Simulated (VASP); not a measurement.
# Al3Rh2 (Pn-3m) in VASP: further runs

Al3Rh2 is run at these levels: PBE; tasks: single point.

All numbers are computed with VASP 6.6.1; they aren't measurements. Logs are shortened: lines on timing, memory, paths and dates and some standing lists are left out, and cuts for length are marked.

### 1 The cell of the first run

It takes space group Pn-3m (No. 224, cubic). The conventional cell has a = 5.541 Å, b = 5.541 Å, c = 5.541 Å, α = 90.00°, β = 90.00°, γ = 90.00°. Al (site symmetry -42m) has 4 Rh at 2.40 Å and 4 Al at 2.77 Å within 3.2 Å. Within 3.2 Å of Rh (site symmetry -3m) lie 6 Al at 2.40 Å.

### 2 Single point, PBE

Contents of INCAR:

```
SYSTEM = Al3Rh2
ALGO     = Normal         ! electronic algorithm
EDIFF    = 1E-6           ! SCF threshold, eV
ENCUT    = 520            ! plane-wave cutoff, eV
GGA      = PE             ! functional
ISIF     = 2              ! what is computed and relaxed
ISMEAR   = 0              ! smearing method
LASPH    = .True.         ! aspherical terms in the spheres
LCHARG   = .True.         ! write CHGCAR
LELF     = .True.         ! ELF
LREAL    = .False.        ! projectors in reciprocal space
LVHAR    = .True.       
LWAVE    = .False.        ! write WAVECAR
NBANDS   = 50             ! bands
NELM     = 60             ! most SCF steps
PREC     = Accurate       ! precision mode
SIGMA    = 0.1            ! smearing width, eV
```

Contents of KPOINTS:

```
k-points
0
Gamma
  4 4 4
  0 0 0
```

Contents of POSCAR:

```
Al3Rh2
1.0
    5.5407090800      0.0000000000      0.0000000000
    0.0000000000      5.5407090800      0.0000000000
    0.0000000000      0.0000000000      5.5407090800
Al Rh
6 4
Direct
    0.0000000000      0.5000000000      0.5000000000
    0.0000000000      0.5000000000      0.0000000000
    0.5000000000      0.0000000000      0.5000000000
    0.0000000000      0.0000000000      0.5000000000
    0.5000000000      0.0000000000      0.0000000000
    0.5000000000      0.5000000000      0.0000000000
    0.2500000000      0.2500000000      0.2500000000
    0.2500000000      0.7500000000      0.7500000000
    0.7500000000      0.7500000000      0.2500000000
    0.7500000000      0.2500000000      0.7500000000
```

Potentials or basis: VASP PAW PBE potentials, release 64 (Al, Rh_pv).

On the command line:

```
$ cat potpaw_PBE.64/Al/POTCAR potpaw_PBE.64/Rh_pv/POTCAR > POTCAR
$ mpirun -np 1 vasp_std > vasp.out
```

OUTCAR:

```text
SYSTEM = Al3Rh2
   EDIFF = 1E-6
   ENCUT = 520
   GGA = PE
   ISIF = 2
   ISMEAR = 0
   LASPH = .True.
   LREAL = .False.
   NELM = 60
   PREC = Accurate

 ion  position               nearest neighbor table
   1  0.000  0.500  0.500-   7 2.40   8 2.40   9 2.40  10 2.40   2 2.77   4 2.77   2 2.77   4 2.77

   2  0.000  0.500  0.000-   7 2.40   8 2.40   9 2.40  10 2.40   1 2.77   6 2.77   1 2.77   6 2.77

   3  0.500  0.000  0.500-   7 2.40   8 2.40   9 2.40  10 2.40   4 2.77   5 2.77   5 2.77   4 2.77

   4  0.000  0.000  0.500-   7 2.40   8 2.40   9 2.40  10 2.40   1 2.77   3 2.77   1 2.77   3 2.77

   5  0.500  0.000  0.000-   7 2.40   8 2.40   9 2.40  10 2.40   3 2.77   6 2.77   3 2.77   6 2.77

   6  0.500  0.500  0.000-   7 2.40   8 2.40   9 2.40  10 2.40   2 2.77   5 2.77   5 2.77   2 2.77

   7  0.250  0.250  0.250-   1 2.40   2 2.40   3 2.40   4 2.40   5 2.40   6 2.40
   8  0.250  0.750  0.750-   1 2.40   2 2.40   3 2.40   4 2.40   5 2.40   6 2.40
   9  0.750  0.750  0.250-   1 2.40   2 2.40   3 2.40   4 2.40   5 2.40   6 2.40
  10  0.750  0.250  0.750-   1 2.40   2 2.40   3 2.40   4 2.40   5 2.40   6 2.40

  LATTYP: Found a simple cubic cell.
 ALAT       =     5.5407090800

  Lattice vectors:

 A1 = (   5.5407090800,   0.0000000000,   0.0000000000)
 A2 = (   0.0000000000,   5.5407090800,   0.0000000000)
 A3 = (   0.0000000000,   0.0000000000,   5.5407090800)

Analysis of symmetry for initial positions (statically):
=====================================================================
 Subroutine PRICEL returns:
 Original cell was already a primitive cell.

 Routine SETGRP: Setting up the symmetry group for a
 simple cubic supercell.

 Subroutine GETGRP returns: Found 48 space group operations
 (whereof 24 operations were pure point group operations)
 out of a pool of 48 trial point group operations.

The static configuration has the point symmetry T_d .
 The point group associated with its full space group is O_h .

Analysis of symmetry for dynamics (positions and initial velocities):
=====================================================================
 Subroutine PRICEL returns:
 Original cell was already a primitive cell.

 Routine SETGRP: Setting up the symmetry group for a
 simple cubic supercell.

 Subroutine GETGRP returns: Found 48 space group operations
 (whereof 24 operations were pure point group operations)
 out of a pool of 48 trial point group operations.

The dynamic configuration has the point symmetry T_d .
 The point group associated with its full space group is O_h .

 Subroutine INISYM returns: Found 48 space group operations
 (whereof 24 operations are pure point group operations),
 and found     1 'primitive' translations

----------------------------------------------------------------------------------------

                                     Primitive cell

  volume of cell :     170.0968

  direct lattice vectors                    reciprocal lattice vectors
     5.540709080  0.000000000  0.000000000     0.180482315  0.000000000  0.000000000
     0.000000000  5.540709080  0.000000000     0.000000000  0.180482315  0.000000000
     0.000000000  0.000000000  5.540709080     0.000000000  0.000000000  0.180482315

  length of vectors
     5.540709080  5.540709080  5.540709080     0.180482315  0.180482315  0.180482315

  position of ions in fractional coordinates (direct lattice)
     0.000000000  0.500000000  0.500000000
     0.000000000  0.500000000  0.000000000
     0.500000000  0.000000000  0.500000000
     0.000000000  0.000000000  0.500000000
     0.500000000  0.000000000  0.000000000
     0.500000000  0.500000000  0.000000000
     0.250000000  0.250000000  0.250000000
     0.250000000  0.750000000  0.750000000
     0.750000000  0.750000000  0.250000000
     0.750000000  0.250000000  0.750000000

  ion indices of the primitive-cell ions
   primitive index   ion index
                 1           1
                 2           2
                 3           3
                 4           4
                 5           5
                 6           6
                 7           7
                 8           8
                 9           9
                10          10

----------------------------------------------------------------------------------------

 KPOINTS: k-points

Automatic generation of k-mesh.
 Grid dimensions read from file:
 generate k-points for:    4    4    4

 Generating k-lattice:

  Cartesian coordinates                     Fractional coordinates (reciprocal lattice)
     0.045120579  0.000000000  0.000000000     0.250000000  0.000000000  0.000000000
     0.000000000  0.045120579  0.000000000     0.000000000  0.250000000  0.000000000
     0.000000000  0.000000000  0.045120579     0.000000000  0.000000000  0.250000000

  Length of vectors
     0.045120579  0.045120579  0.045120579

  Shift w.r.t. Gamma in fractional coordinates (k-lattice)
     0.000000000  0.000000000  0.000000000

 Subroutine IBZKPT returns following result:
 ===========================================

 Found     10 irreducible k-points:

 Following reciprocal coordinates:
            Coordinates               Weight
  0.000000  0.000000  0.000000      1.000000
  0.250000  0.000000  0.000000      6.000000
  0.500000  0.000000  0.000000      3.000000
  0.250000  0.250000  0.000000     12.000000
  0.500000  0.250000  0.000000     12.000000
  0.500000  0.500000  0.000000      3.000000
  0.250000  0.250000  0.250000      8.000000
  0.500000  0.250000  0.250000     12.000000
  0.500000  0.500000  0.250000      6.000000
  0.500000  0.500000  0.500000      1.000000
   k-points           NKPTS =     10   k-points in BZ     NKDIM =     10   number of bands    NBANDS=     50
   number of dos      NEDOS =    301   number of ions     NIONS =     10
   total plane-waves  NPLWV =  74088
   dimension x,y,z NGX =    42 NGY =   42 NGZ =   42
   dimension x,y,z NGXF=    84 NGYF=   84 NGZF=   84
   ions per type =               6   4
   NGX,Y,Z   is equivalent  to a cutoff of  12.60, 12.60, 12.60 a.u.
   NGXF,Y,Z  is equivalent  to a cutoff of  25.20, 25.20, 25.20 a.u.
 SYSTEM =  Al3Rh2
   PREC   = accura    normal or accurate (medium, high low for compatibility)
   ISTART =      0    job   : 0-new  1-cont  2-samecut
   ICHARG =      2    charge: 1-file 2-atom 10-const
   ISPIN  =      1    spin polarized calculation?
   LNONCOLLINEAR =      F non collinear calculations
   LSORBIT =      F    spin-orbit coupling
   LASPH  =      T    aspherical Exc in radial PAW
   ENCUT  =  520.0 eV  38.22 Ry    6.18 a.u.  10.30 10.30 10.30*2*pi/ulx,y,z
   NELM   =     60;   NELMIN=  2; NELMDL= -5     # of ELM steps
   EDIFF  = 0.1E-05   stopping-criterion for ELM
   LREAL  =      F    real-space projection
   EDIFFG = 0.1E-04   stopping-criterion for IOM
   NSW    =      0    number of steps for IOM
   IBRION =     -1    ionic relax: 0-MD 1-quasi-New 2-CG
   NFREE  =      0    steps in history (QN), initial steepest desc. (CG)
   ISIF   =      2    stress and relaxation
   ISYM   =      2    0-nonsym 1-usesym 2-fastsym
   POTIM  = 0.5000    time-step for ionic-motion
   TEBEG  =    0.0;   TEEND  =   0.0 temperature during run
   PSTRESS=    0.0 pullay stress
   NELECT =      78.0000    total number of electrons
   NUPDOWN=      -1.0000    fix difference up-down
   EMIN   =  10.00;   EMAX   =-10.00  energy-range for DOS
   EFERMI =   0.00;   METHOD = LEGACY
   ISMEAR =     0;   SIGMA  =   0.10  broadening in eV -4-tet -1-fermi 0-gaus
   EFERMI_NEDOS =   21; number of points for ismear=-14 and -15
   IALGO  =     38    algorithm
   IMIX   =      4    mixing-type and parameters
     AMIX     =   0.40;   BMIX     =  1.00
     AMIX_MAG =   1.60;   BMIX_MAG =  1.00
  volume/ion in A,a.u.               =      17.01       114.79
  Fermi-wavevector in a.u.,A,eV,Ry     =   1.262431  2.385649 21.684044  1.593732
  Thomas-Fermi vector in A             =   2.395840
   LORBIT       =      0    0 simple, 1 ext, 2 COOP (PROOUT), +10 PAW based schemes
   GGA     = PE    functional components
   LHFCALC =     F    Hartree Fock is set to
   AEXX    =    0.0000 exact exchange contribution
   IVDW    =     0    specifies the selected vdW correction
   LEPSILON=     F    determine dielectric tensor
   LRPA    =     F    only Hartree local field effects (RPA)
 non-spin polarized calculation
 Gauss-broadening in eV      SIGMA  =   0.10
  energy-cutoff  :      520.00
  volume of cell :      170.10
 maximum number of plane-waves:      4632
 NGX is ok and might be reduce to    42
   NGX = 21   NGY = 21   NGZ = 21

 number of electron      77.9999944 magnetization

 Free energy of the ion-electron system (eV)
  ---------------------------------------------------
  ext. energy  EPLUGINS =         0.00000000
  ---------------------------------------------------
  free energy    TOTEN  =       -52.98920323 eV

  energy without entropy =      -52.93463592  energy(sigma->0) =      -52.96191957

 E-fermi :   7.2992     XC(G=0): -10.7769

 val. band max:        7.2747089625   @ k =   0.5000   0.5000   0.0000
 cond. band min:       7.3136403209   @ k =   0.5000   0.2500   0.2500
 fundamental gap:      0.0389313584
 Fermi energy:         7.2991680312

 k-point     1 :       0.0000    0.0000    0.0000
  band No.  band energies     occupation
      1     -38.6895      2.00000
      2     -38.6895      2.00000
      3     -38.6821      2.00000
      4     -38.6821      2.00000
      5     -38.6821      2.00000
      6     -38.6788      2.00000
[... 42 lines left out ...]
     49      12.8933      0.00000
     50      12.8933      0.00000

 k-point     2 :       0.2500    0.0000    0.0000
  band No.  band energies     occupation
      1     -38.6884      2.00000
      2     -38.6879      2.00000
      3     -38.6832      2.00000
      4     -38.6818      2.00000
      5     -38.6818      2.00000
      6     -38.6804      2.00000
[... 416 lines left out ...]
 k-point    10 :       0.5000    0.5000    0.5000
  band No.  band energies     occupation
      1     -38.6884      2.00000
      2     -38.6884      2.00000
      3     -38.6884      2.00000
      4     -38.6795      2.00000
      5     -38.6795      2.00000
      6     -38.6795      2.00000
[... 42 lines left out ...]
     49      13.6008      0.00000
     50      13.6009      0.00000

------------------------ aborting loop because EDIFF is reached ----------------------------------------

  FORCE on cell =-STRESS in cart. coord.  units (eV):
  Direction    XX          YY          ZZ          XY          YZ          ZX
  --------------------------------------------------------------------------------------
  -------------------------------------------------------------------------------------
  Total       14.3982456     14.3982456     14.3982456      0.0000000     -0.0000000      0.0000000
  in kB      135.6201173    135.6201173    135.6201173      0.0000000     -0.0000000      0.0000000
  external PRESSURE =     135.6201173 kB  Pullay stress =       0.0000000 kB

 VOLUME and BASIS-vectors are now :
 -----------------------------------------------------------------------------
  energy-cutoff  :      520.00
  volume of cell :      170.10
      direct lattice vectors                 reciprocal lattice vectors
     5.540709080  0.000000000  0.000000000     0.180482315  0.000000000  0.000000000
     0.000000000  5.540709080  0.000000000     0.000000000  0.180482315  0.000000000
     0.000000000  0.000000000  5.540709080     0.000000000  0.000000000  0.180482315

 POSITION                                       TOTAL-FORCE (eV/Angst)
 -----------------------------------------------------------------------------------
      0.00000      2.77035      2.77035         0.000000      0.000000      0.000000
      0.00000      2.77035      0.00000         0.000000      0.000000      0.000000
      2.77035      0.00000      2.77035         0.000000      0.000000      0.000000
      0.00000      0.00000      2.77035         0.000000     -0.000000      0.000000
      2.77035      0.00000      0.00000         0.000000      0.000000      0.000000
      2.77035      2.77035      0.00000         0.000000      0.000000      0.000000
      1.38518      1.38518      1.38518         0.000000     -0.000000     -0.000000
      1.38518      4.15553      4.15553        -0.000000      0.000000      0.000000
      4.15553      4.15553      1.38518        -0.000000      0.000000     -0.000000
      4.15553      1.38518      4.15553        -0.000000      0.000000     -0.000000
 -----------------------------------------------------------------------------------
    total drift:                                0.000000      0.000000     -0.000000

  FREE ENERGIE OF THE ION-ELECTRON SYSTEM (eV)
  ---------------------------------------------------
  free  energy   TOTEN  =       -52.9892032282 eV

  energy  without entropy=      -52.9346359209  energy(sigma->0) =      -52.96191957
```

Wall time 75 s (1 thread of Intel Xeon Platinum 8259CL at 2.50GHz (Skylake/Cascade Lake), shared host); peak memory 0.28 GiB.

Results:

```yaml
Free_energy: -52.9892 eV
Pressure: 13.6 GPa
Band_gap_on_the_k_mesh: zero (band 39 reaches 7.64 eV, above the bottom of band 40 at 6.81 eV)
```

(Part 1 of 2 ends here.)
